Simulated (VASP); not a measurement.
The system is Ta2N.

```
CELL_PARAMETERS angstrom
3.04932 0.00000 0.00000
-1.52466 2.64079 0.00000
0.00000 0.00000 4.77043
ATOMIC_POSITIONS crystal
Ta 0.33333 0.66667 0.25471
Ta 0.66667 0.33333 0.74529
N 0.00000 0.00000 0.00000
```

Base run:

- Program: VASP 6.6.1
- Functional: LDA
- Potentials or basis: VASP PAW LDA potentials, release 64 (Ta_sv_GW, N)
- Cutoff: 600 eV
- k mesh: 10 × 10 × 6
- Occupations: fermi-dirac, width 0.05 eV
- Spin: no spin polarisation

Its results: pressure 4.5 GPa; largest force 0.035 eV/Å.

The run is repeated on the same cell with these changes: potentials or basis from VASP PAW LDA potentials, release 64 (Ta_sv_GW, N) to VASP PAW LDA potentials, release 64 (Ta_pv, N); cutoff from 600 eV to 520 eV; further incar settings from ALGO = Normal; EDIFF = 1e-06; NBANDS = 22 to ALGO = Normal; EDIFF = 1e-06; NBANDS = 20; valence electrons from 31 to 27. What comes out?

Pressure 5.1 GPa; largest force 0.024 eV/Å.
